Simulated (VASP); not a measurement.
# SiMo3 in VASP: a series of runs

SiMo3 is run at these levels: PBE; tasks: single point.

Program: VASP 6.6.1. These are calculated values, not measurements. Logs are shortened: lines on timing, memory, paths and dates and some standing lists are left out, and cuts for length are marked.

### Step 1. The cell of the first run

Symmetry: P4/mmm, No. 123, tetragonal system. The conventional cell has a = 3.265 Å, b = 3.265 Å, c = 5.651 Å, α = 90.00°, β = 90.00°, γ = 90.00°. Within 3.5 Å of Si (site symmetry 4/mmm) lie 10 Mo at 2.66 to 2.83 Å and 4 Si at 3.27 Å. Mo (site symmetry 4mm) has 10 Mo at 2.63 to 3.27 Å and 4 Si at 2.66 Å within 3.5 Å. Mo (site symmetry 4/mmm) has 12 Mo at 2.76 to 3.27 Å and 2 Si at 2.83 Å within 3.6 Å.

### Step 2. Single point, PBE

Input file INCAR:

```
SYSTEM = SiMo3
PREC     = Accurate       ! precision mode
ENCUT    = 500            ! plane-wave cutoff, eV
EDIFF    = 1E-6           ! SCF threshold, eV
ISMEAR   = 0              ! smearing method
SIGMA    = 0.1            ! smearing width, eV
LREAL    = .False.        ! projectors in reciprocal space
LASPH    = .True.         ! aspherical terms in the spheres
NELM     = 120            ! most SCF steps
ALGO     = Normal         ! electronic algorithm
ISIF     = 2              ! what is computed and relaxed
LWAVE    = .False.        ! write WAVECAR
LCHARG   = .False.        ! write CHGCAR
GGA      = PE             ! functional
NBANDS   = 31             ! bands
GGA_COMPAT= .False.
```

Input file KPOINTS:

```
regular mesh
0
Gamma
  6 6 4
  0 0 0
```

Input file POSCAR:

```
SiMo3
1.0
    3.2653011807      0.0000000000      0.0000000000
    0.0000000000      3.2653011807      0.0000000000
    0.0000000000      0.0000000000      5.6510186405
Si Mo
1 3
Direct
    0.0000000000      0.0000000000      0.0000000000
    0.5000000000      0.5000000000      0.2327629128
    0.5000000000      0.5000000000      0.7672370872
    0.0000000000      0.0000000000      0.5000000000
```

Potentials or basis: VASP PAW PBE potentials, release 64 (Si, Mo_sv).

The run is started by

```sh
> cat potpaw_PBE.64/Si/POTCAR potpaw_PBE.64/Mo_sv/POTCAR > POTCAR
> mpirun -np 1 vasp_std > vasp.out
```

OUTCAR:

```text
SYSTEM = SiMo3
   PREC = Accurate
   ENCUT = 500
   EDIFF = 1E-6
   ISMEAR = 0
   LREAL = .False.
   LASPH = .True.
   NELM = 120
   ISIF = 2
   GGA = PE

 ion  position               nearest neighbor table
   1  0.000  0.000  0.000-   2 2.66   3 2.66   2 2.66   3 2.66   2 2.66   3 2.66   2 2.66   3 2.66
                             4 2.83   4 2.83
   2  0.500  0.500  0.233-   3 2.63   1 2.66   1 2.66   1 2.66   1 2.66   4 2.76   4 2.76   4 2.76
                             4 2.76   3 3.02
   3  0.500  0.500  0.767-   2 2.63   1 2.66   1 2.66   1 2.66   1 2.66   4 2.76   4 2.76   4 2.76
                             4 2.76   2 3.02
   4  0.000  0.000  0.500-   2 2.76   3 2.76   2 2.76   3 2.76   2 2.76   3 2.76   2 2.76   3 2.76
                             1 2.83   1 2.83

  LATTYP: Found a simple tetragonal cell.
 ALAT       =     3.2653011807
 C/A-ratio  =     1.7306270778

  Lattice vectors:

 A1 = (   3.2653011807,   0.0000000000,   0.0000000000)
 A2 = (   0.0000000000,   3.2653011807,   0.0000000000)
 A3 = (   0.0000000000,   0.0000000000,   5.6510186405)

Analysis of symmetry for initial positions (statically):
=====================================================================
 Subroutine PRICEL returns:
 Original cell was already a primitive cell.

 Routine SETGRP: Setting up the symmetry group for a
 simple tetragonal supercell.

 Subroutine GETGRP returns: Found 16 space group operations
 (whereof 16 operations were pure point group operations)
 out of a pool of 16 trial point group operations.

The static configuration has the point symmetry D_4h.

Analysis of symmetry for dynamics (positions and initial velocities):
=====================================================================
 Subroutine PRICEL returns:
 Original cell was already a primitive cell.

 Routine SETGRP: Setting up the symmetry group for a
 simple tetragonal supercell.

 Subroutine GETGRP returns: Found 16 space group operations
 (whereof 16 operations were pure point group operations)
 out of a pool of 16 trial point group operations.

The dynamic configuration has the point symmetry D_4h.

 Subroutine INISYM returns: Found 16 space group operations
 (whereof 16 operations are pure point group operations),
 and found     1 'primitive' translations

----------------------------------------------------------------------------------------

                                     Primitive cell

  volume of cell :      60.2522

  direct lattice vectors                    reciprocal lattice vectors
     3.265301181  0.000000000  0.000000000     0.306250463  0.000000000  0.000000000
     0.000000000  3.265301181  0.000000000     0.000000000  0.306250463  0.000000000
     0.000000000  0.000000000  5.651018641     0.000000000  0.000000000  0.176959246

  length of vectors
     3.265301181  3.265301181  5.651018641     0.306250463  0.306250463  0.176959246

  position of ions in fractional coordinates (direct lattice)
     0.000000000  0.000000000  0.000000000
     0.500000000  0.500000000  0.232762913
     0.500000000  0.500000000  0.767237087
     0.000000000  0.000000000  0.500000000

  ion indices of the primitive-cell ions
   primitive index   ion index
                 1           1
                 2           2
                 3           3
                 4           4

----------------------------------------------------------------------------------------

 KPOINTS: regular mesh

Automatic generation of k-mesh.
 Grid dimensions read from file:
 generate k-points for:    6    6    4

 Generating k-lattice:

  Cartesian coordinates                     Fractional coordinates (reciprocal lattice)
     0.051041744  0.000000000  0.000000000     0.166666667  0.000000000  0.000000000
     0.000000000  0.051041744  0.000000000     0.000000000  0.166666667  0.000000000
     0.000000000  0.000000000  0.044239812     0.000000000  0.000000000  0.250000000

  Length of vectors
     0.051041744  0.051041744  0.044239812

  Shift w.r.t. Gamma in fractional coordinates (k-lattice)
     0.000000000  0.000000000  0.000000000

 Subroutine IBZKPT returns following result:
 ===========================================

 Found     30 irreducible k-points:

 Following reciprocal coordinates:
            Coordinates               Weight
  0.000000  0.000000  0.000000      1.000000
  0.166667  0.000000  0.000000      4.000000
  0.333333  0.000000  0.000000      4.000000
  0.500000  0.000000  0.000000      2.000000
  0.166667  0.166667  0.000000      4.000000
  0.333333  0.166667  0.000000      8.000000
[... 16 lines left out ...]
  0.333333  0.000000  0.500000      4.000000
  0.500000  0.000000  0.500000      2.000000
 [... further k-points ...]
   k-points           NKPTS =     30   k-points in BZ     NKDIM =     30   number of bands    NBANDS=     31
   number of dos      NEDOS =    301   number of ions     NIONS =      4
   total plane-waves  NPLWV =  24192
   dimension x,y,z NGX =    24 NGY =   24 NGZ =   42
   dimension x,y,z NGXF=    48 NGYF=   48 NGZF=   84
   ions per type =               1   3
   NGX,Y,Z   is equivalent  to a cutoff of  12.22, 12.22, 12.36 a.u.
   NGXF,Y,Z  is equivalent  to a cutoff of  24.44, 24.44, 24.71 a.u.
 SYSTEM =  SiMo3
   PREC   = accura    normal or accurate (medium, high low for compatibility)
   ISTART =      0    job   : 0-new  1-cont  2-samecut
   ICHARG =      2    charge: 1-file 2-atom 10-const
   ISPIN  =      1    spin polarized calculation?
   LNONCOLLINEAR =      F non collinear calculations
   LSORBIT =      F    spin-orbit coupling
   LASPH  =      T    aspherical Exc in radial PAW
   ENCUT  =  500.0 eV  36.75 Ry    6.06 a.u.   5.95  5.95 10.30*2*pi/ulx,y,z
   NELM   =    120;   NELMIN=  2; NELMDL= -5     # of ELM steps
   EDIFF  = 0.1E-05   stopping-criterion for ELM
   LREAL  =      F    real-space projection
   EDIFFG = 0.1E-04   stopping-criterion for IOM
   NSW    =      0    number of steps for IOM
   IBRION =     -1    ionic relax: 0-MD 1-quasi-New 2-CG
   NFREE  =      0    steps in history (QN), initial steepest desc. (CG)
   ISIF   =      2    stress and relaxation
   ISYM   =      2    0-nonsym 1-usesym 2-fastsym
   POTIM  = 0.5000    time-step for ionic-motion
   TEBEG  =    0.0;   TEEND  =   0.0 temperature during run
   PSTRESS=    0.0 pullay stress
   NELECT =      46.0000    total number of electrons
   NUPDOWN=      -1.0000    fix difference up-down
   EMIN   =  10.00;   EMAX   =-10.00  energy-range for DOS
   EFERMI =   0.00;   METHOD = LEGACY
   ISMEAR =     0;   SIGMA  =   0.10  broadening in eV -4-tet -1-fermi 0-gaus
   EFERMI_NEDOS =   21; number of points for ismear=-14 and -15
   IALGO  =     38    algorithm
   IMIX   =      4    mixing-type and parameters
     AMIX     =   0.40;   BMIX     =  1.00
     AMIX_MAG =   1.60;   BMIX_MAG =  1.00
  volume/ion in A,a.u.               =      15.06       101.65
  Fermi-wavevector in a.u.,A,eV,Ry     =   1.496246  2.827495 30.460075  2.238752
  Thomas-Fermi vector in A             =   2.608287
   LORBIT       =      0    0 simple, 1 ext, 2 COOP (PROOUT), +10 PAW based schemes
   GGA     = PE    functional components
   LHFCALC =     F    Hartree Fock is set to
   AEXX    =    0.0000 exact exchange contribution
   IVDW    =     0    specifies the selected vdW correction
   LEPSILON=     F    determine dielectric tensor
   LRPA    =     F    only Hartree local field effects (RPA)
 non-spin polarized calculation
 Gauss-broadening in eV      SIGMA  =   0.10
  energy-cutoff  :      500.00
  volume of cell :       60.25
 maximum number of plane-waves:      1552
 NGX is ok and might be reduce to    24
   NGX = 11   NGY = 11   NGZ = 21

 number of electron      45.9999995 magnetization

 Free energy of the ion-electron system (eV)
  ---------------------------------------------------
  ext. energy  EPLUGINS =         0.00000000
  ---------------------------------------------------
  free energy    TOTEN  =       -38.50997417 eV

  energy without entropy =      -38.50092194  energy(sigma->0) =      -38.50544805

 E-fermi :  12.0990     XC(G=0): -12.9553

 val. band max:       12.0889962934   @ k =   0.3333   0.3333   0.2500
 cond. band min:      12.1702570713   @ k =   0.5000   0.1667   0.0000
 fundamental gap:      0.0812607780
 Fermi energy:        12.0990070222

 k-point     1 :       0.0000    0.0000    0.0000
  band No.  band energies     occupation
      1     -48.9192      2.00000
      2     -48.6435      2.00000
      3     -48.6332      2.00000
      4     -23.1803      2.00000
      5     -23.1376      2.00000
      6     -23.1376      2.00000
[... 23 lines left out ...]
     30      15.5976      0.00000
     31      15.5976      0.00000

 k-point     2 :       0.1667    0.0000    0.0000
  band No.  band energies     occupation
      1     -48.8980      2.00000
      2     -48.6483      2.00000
      3     -48.6402      2.00000
      4     -23.3227      2.00000
      5     -23.1733      2.00000
      6     -23.0907      2.00000
[... 23 lines left out ...]
     30      15.1462      0.00000
     31      16.9132      0.00000

 k-point     3 :       0.3333    0.0000    0.0000
  band No.  band energies     occupation
      1     -48.8433      2.00000
      2     -48.6908      2.00000
      3     -48.6334      2.00000
      4     -23.4459      2.00000
      5     -23.3175      2.00000
      6     -23.0049      2.00000
[... 23 lines left out ...]
     30      15.5021      0.00000
     31      15.9605      0.00000

 k-point     4 :       0.5000    0.0000    0.0000
  band No.  band energies     occupation
      1     -48.7941      2.00000
      2     -48.7339      2.00000
      3     -48.6301      2.00000
      4     -23.4890      2.00000
      5     -23.3816      2.00000
      6     -23.0315      2.00000
[... 23 lines left out ...]
     30      15.1912      0.00000
     31      15.4361      0.00000

 k-point     5 :       0.1667    0.1667    0.0000
  band No.  band energies     occupation
      1     -48.8793      2.00000
      2     -48.6608      2.00000
      3     -48.6369      2.00000
      4     -23.3189      2.00000
      5     -23.2139      2.00000
      6     -23.2006      2.00000
[... 23 lines left out ...]
     30      15.6818      0.00000
     31      16.6975      0.00000
[... 542 lines left out ...]
     30      16.6655      0.00000
     31      18.1442      0.00000

 k-point    22 :       0.1667    0.0000    0.5000
  band No.  band energies     occupation
      1     -48.8721      2.00000
      2     -48.7272      2.00000
      3     -48.5875      2.00000
      4     -23.2751      2.00000
      5     -23.1414      2.00000
      6     -23.0527      2.00000
[... 23 lines left out ...]
     30      16.1989      0.00000
     31      18.0234      0.00000

 k-point    23 :       0.3333    0.0000    0.5000
  band No.  band energies     occupation
      1     -48.8255      2.00000
      2     -48.7201      2.00000
      3     -48.6223      2.00000
      4     -23.3701      2.00000
      5     -23.2034      2.00000
      6     -22.9820      2.00000
[... 23 lines left out ...]
     30      15.6362      0.00000
     31      16.5823      0.00000

 k-point    24 :       0.5000    0.0000    0.5000
  band No.  band energies     occupation
      1     -48.7941      2.00000
      2     -48.7166      2.00000
      3     -48.6479      2.00000
      4     -23.4294      2.00000
      5     -23.2203      2.00000
      6     -22.9736      2.00000
[... 23 lines left out ...]
     30      15.0760      0.00000
     31      15.9867      0.00000

 [... further k-points ...]

------------------------ aborting loop because EDIFF is reached ----------------------------------------

  FORCE on cell =-STRESS in cart. coord.  units (eV):
  Direction    XX          YY          ZZ          XY          YZ          ZX
  --------------------------------------------------------------------------------------
  -------------------------------------------------------------------------------------
  Total        0.1602985      0.1602985     -0.0777696      0.0000000      0.0000000      0.0000000
  in kB        4.2625237      4.2625237     -2.0679840      0.0000000      0.0000000      0.0000000
  external PRESSURE =       2.1523545 kB  Pullay stress =       0.0000000 kB

 VOLUME and BASIS-vectors are now :
 -----------------------------------------------------------------------------
  energy-cutoff  :      500.00
  volume of cell :       60.25
      direct lattice vectors                 reciprocal lattice vectors
     3.265301181  0.000000000  0.000000000     0.306250463  0.000000000  0.000000000
     0.000000000  3.265301181  0.000000000     0.000000000  0.306250463  0.000000000
     0.000000000  0.000000000  5.651018641     0.000000000  0.000000000  0.176959246

 POSITION                                       TOTAL-FORCE (eV/Angst)
 -----------------------------------------------------------------------------------
      0.00000      0.00000      0.00000         0.000000      0.000000      0.000000
      1.63265      1.63265      1.31535        -0.000000     -0.000000      0.234334
      1.63265      1.63265      4.33567         0.000000      0.000000     -0.234334
      0.00000      0.00000      2.82551         0.000000      0.000000      0.000000
 -----------------------------------------------------------------------------------
    total drift:                                0.000000     -0.000000      0.000000

  FREE ENERGIE OF THE ION-ELECTRON SYSTEM (eV)
  ---------------------------------------------------
  free  energy   TOTEN  =       -38.5099741677 eV

  energy  without entropy=      -38.5009219417  energy(sigma->0) =      -38.50544805
```

Run time: 68 s. Hardware: 1 thread of Intel Xeon 8259CL, shared host; peak memory 0.19 GiB.

What came out:

| Property | Result |
| --- | --- |
| Free energy | -38.5100 eV |
| Pressure | 0.2 GPa |
| Largest force | 0.234 eV/Å |
| Band gap on the k mesh | zero (band 23 reaches 13.71 eV, above the bottom of band 24 at 11.56 eV) |

Forces on the atoms (eV/Å):
```
Si   0.000  0.000  0.000
Mo   0.000  0.000  0.234
Mo   0.000  0.000 -0.234
Mo   0.000  0.000  0.000
```

### Step 3. Single point, PBE

This run uses another cell than the first one, of 19.62 Å³/atom, 1.302 times its volume.

Input file INCAR:

```
PREC     = Accurate       # precision mode
ENCUT    = 500            # plane-wave cutoff, eV
EDIFF    = 1E-6           # SCF threshold, eV
ISMEAR   = 0              # smearing method
SIGMA    = 0.2            # smearing width, eV
LREAL    = F              # projectors in reciprocal space
LASPH    = T              # aspherical terms in the spheres
NELM     = 120            # most SCF steps
ALGO     = Normal         # electronic algorithm
ISIF     = 2              # what is computed and relaxed
LWAVE    = F              # write WAVECAR
LCHARG   = T              # write CHGCAR
GGA      = PE             # functional
LELF     = T              # ELF
LVHAR    = T            
NBANDS   = 31             # bands
GGA_COMPAT= F
```

Input file KPOINTS:

```
regular mesh
0
Gamma
  7 7 3
```

Input file POSCAR:

```
SiMo3
1.0
    2.3081725744     -2.3136542716      0.0000000000
    2.3081725744      2.3136542716      0.0000000000
    0.0000000000      0.0000000000      7.3464738733
Si Mo
1 3
Direct
    0.0000000000      0.0000000000      0.0000000000
    0.5000000000      0.5000000000      0.3469279871
    0.5000000000      0.5000000000      0.6530720129
    0.5000000000      0.5000000000      0.0000000000
```

Potentials or basis: VASP PAW PBE potentials, release 64 (Si, Mo_sv).

The run is started by

```sh
> cat potpaw_PBE.64/Si/POTCAR potpaw_PBE.64/Mo_sv/POTCAR > POTCAR
> mpirun -np 1 vasp_std > vasp.out
```

Wall time 84 s (1 thread of Intel Xeon 8259CL, shared host); peak memory 0.21 GiB.

It converged, with:

```
Free energy            : -32.6727 eV
Pressure               : 0.6 GPa
Largest force          : 0.200 eV/Å
Band gap on the k mesh : zero (band 23 reaches 9.95 eV, above the bottom of band 24 at 7.46 eV)
```

Forces on the atoms (eV/Å):
```
Si   0.000  0.000  0.000
Mo   0.000  0.000 -0.200
Mo   0.000  0.000  0.200
Mo   0.000  0.000  0.000
```

Stress tensor (GPa, compression positive):
```
0.68 0.00 0.00
0.00 0.02 0.00
0.00 0.00 1.04
```

Levels at points of the mesh, in eV from the Fermi level:
| k point | band 20 | band 21 | band 22 | band 23 | band 24 | band 25 | band 26 | band 27 |
| --- | --- | --- | --- | --- | --- | --- | --- | --- |
| (0.00, 0.00, 0.00) | -1.33 | -1.21 | -1.03 | -1.00 | -0.99 | 0.06 | 1.13 | 1.16 |
